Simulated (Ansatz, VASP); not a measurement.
**One calculation of Ta3H, two programs**

```
Ta H
1.0
     2.87431    0.00000    0.00000
    -0.95810    2.70993    0.00000
     0.00000    0.00000   21.52669
Ta H
3 1
Cartesian
  0.9581 1.3550 4.0000
  0.0000 0.0000 6.2637
  0.9581 1.3550 8.5267
  1.9162 2.7099 10.3267
```

Alike in both runs: task single point; functional PBE; k mesh 10 × 10 × 1; occupations gaussian, width 0.1 eV; collinear spin.

|  | VASP | Ansatz |
| --- | --- | --- |
| version | VASP 6.6.1 | Ansatz 0.2.0 |
| potentials or method | VASP PAW PBE potentials, release 64 (Ta_pv, H), cutoff 520 eV | scalar-relativistic, plane waves, PAW |
| valence electrons in the cell | 34 | 40 |

|  | VASP | Ansatz | Ansatz less VASP |
| --- | --- | --- | --- |
| gap on the k mesh at the Fermi level (eV) | none | none | - |
| rms of the force components (eV/Å) | 0.798 | 0.798 | +0.0005 |
| net moment per atom (μB) | 0.00 | 0.00 | 0.000 |
| work function, face that differs most (eV) | 4.79 | 4.79 | +0.001 |

Atom by atom the forces differ by 0.002 eV/Å (rms over components). A gap of «none» marks a metal or a gap that the smearing closes. VASP's potentials hold 34 valence electrons a cell and Ansatz's 40, so a difference there can come from the potentials and not from the codes. Ansatz's warnings: seeded moment not kept.

Spin-orbit coupling is off throughout.
